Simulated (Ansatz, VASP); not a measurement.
## One calculation of In, two programs

INCAR

```
SYSTEM = In
PREC = Accurate
ENCUT = 520
EDIFF = 1E-8
ISMEAR = -1
SIGMA = 0.03
LREAL = .False.
LASPH = .True.
NELM = 100
ALGO = Normal
ISIF = 2
LWAVE = .False.
LCHARG = .False.
GGA = PE
LEFG = .True.
NBANDS = 12
```

Contents of KPOINTS:

```
Automatic mesh
0
Gamma
  17 17 17
  0 0 0
```

The input POSCAR:

```
In
1.0
   -1.6833330504      1.6833330504      2.2819533200
    1.6833330504     -1.6833330504      2.2819533200
    1.6833330504      1.6833330504     -2.2819533200
In
1
Direct
    0.0000000000      0.0000000000      0.0000000000
```

Input for Ansatz:

```yaml
crystal:
  lattice:
    - [-1.6833330504, 1.6833330504, 2.28195332]
    - [1.6833330504, -1.6833330504, 2.28195332]
    - [1.6833330504, 1.6833330504, -2.28195332]
  atoms:
    - { symbol: In, position: [0.0, 0.0, 0.0] }
kpoints:
  mp_grid: { grid: [17, 17, 17] }
scf:
  occupations: { method: fermi_dirac, width: 0.03 }
hamiltonian:
  xc: pbe
  pseudopotentials: { kind: paw }
output:
  forces: true
  stress: true
  eigenvalues: true
  efg: { contact_densities: true }
```

Change from the starting cell: volume scaled by 0.98, PAW files.

Alike in both runs: task electric field gradients; functional PBE; k mesh 17 × 17 × 17; occupations fermi-dirac, width 0.03 eV; no spin polarisation.

|  | VASP | Ansatz |
| --- | --- | --- |
| version | VASP 6.6.1 | Ansatz 0.2.0 |
| potentials or method | VASP PAW PBE potentials, release 64 (In_d) | PAW with Ansatz's default frozen-core files, scalar-relativistic |
| plane-wave cutoff (eV) | 520 | 420 |
| valence electrons in the cell | 13 | 13 |

|  | VASP | Ansatz | Ansatz less VASP |
| --- | --- | --- | --- |
| pressure (GPa) | 2.5 | 2.5 | +0.03 |
| traceless stress, the component that is largest in VASP (GPa) | -0.38 | -0.38 | -0.001 |
| size of Vzz on the site where it differs most (V/Å²) | 6.0 | 6.0 | +0.04 |
